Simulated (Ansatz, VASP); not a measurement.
## Ru: VASP beside Ansatz

```
CELL_PARAMETERS angstrom
2.78330 0.00000 0.00000
-1.39165 2.41041 0.00000
0.00000 0.00000 4.12480
ATOMIC_POSITIONS crystal
Ru 0.33333 0.66667 0.25000
Ru 0.66667 0.33333 0.75000
```

Alike in both runs: task single point; functional PBE; k mesh 18 × 18 × 10; occupations gaussian, width 0.15 eV; no spin polarisation.

|  | VASP | Ansatz |
| --- | --- | --- |
| version | VASP 6.6.1 | Ansatz 0.2.0 |
| potentials or method | VASP PAW PBE potentials, release 64 (Ru_pv), cutoff 520 eV | scalar-relativistic, plane waves, PAW |
| valence electrons in the cell | 28 | 32 |

```tsv
	VASP	Ansatz	Ansatz less VASP
gap on the k mesh at the Fermi level (eV)	none	none	-
pressure (GPa)	0.6	0.7	+0.07
traceless stress, the component that is largest in VASP (GPa)	17.42	17.46	+0.034
```

A gap of «none» marks a metal or a gap that the smearing closes. VASP's potentials hold 28 valence electrons a cell and Ansatz's 32, so a difference there can come from the potentials and not from the codes.
